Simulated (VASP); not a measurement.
Write the native input for VASP 6.6.1 that does the following.

```yaml
Task: single point
Functional: PBE
Potentials_or_basis: VASP PAW PBE potentials, release 64 (Mn_pv, S)
Cutoff: 520 eV
k_mesh: 3 × 6 × 6
Occupations: fermi-dirac, width 0.05 eV
Spin: collinear spin, antiferromagnetic start
Starting_moments: "[4.5, -4.5, 0.0, 0.0] μB"
Dipole_correction: no
Further_INCAR_settings: ALGO = Normal; EDIFF = 1e-06; NBANDS = 31
```

The structure of MnS lies in POSCAR:

```
MnS
1.0
    0.0000000000      5.2245000000      5.2245000000
    2.6122500000      0.0000000000      2.6122500000
    2.6122500000      2.6122500000      0.0000000000
Mn S
2 2
Direct
    0.0000000000      0.0000000000      0.0000000000
    0.5000000000      0.0000000000      0.0000000000
    0.2500000000      0.5000000000      0.5000000000
    0.7500000000      0.5000000000      0.5000000000
```

The input as run:

INCAR

```
SYSTEM = MnS
  PREC = Accurate
  ENCUT = 520
  EDIFF = 1E-6
  ISMEAR = -1
  SIGMA = 0.05
  LREAL = .False.
  LASPH = .True.
  NELM = 150
  ALGO = Normal
  ISIF = 2
  LWAVE = .False.
  LCHARG = .False.
  ISPIN = 2
  MAGMOM = 4.5 -4.5 0 0
  LORBIT = 11
  LMAXMIX = 4
  GGA = PE
  NBANDS = 31
```

KPOINTS

```
Automatic mesh
0
Gamma
  3 6 6
  0 0 0
```

Potentials or basis: VASP PAW PBE potentials, release 64 (Mn_pv, S).

Run with:

```console
$ cat potpaw_PBE.64/Mn_pv/POTCAR potpaw_PBE.64/S/POTCAR > POTCAR
$ mpirun -np 1 vasp_std > vasp.out
```

Results of the run:

```yaml
Pressure: -3.7 GPa
Band_gap_on_the_k_mesh: 1.10 eV
Net_moment: 0.00 μB per cell
Site_moments: Mn +4.21, -4.21; S +0.00 μB
Valence_electrons_inside_the_program's_atomic_spheres: Mn 11.31; S 3.73
```

Run time: 55 s on 1 thread of Intel(R) Xeon(R) Platinum 8488C (Sapphire Rapids) (shared host), peak memory 0.24 GiB.
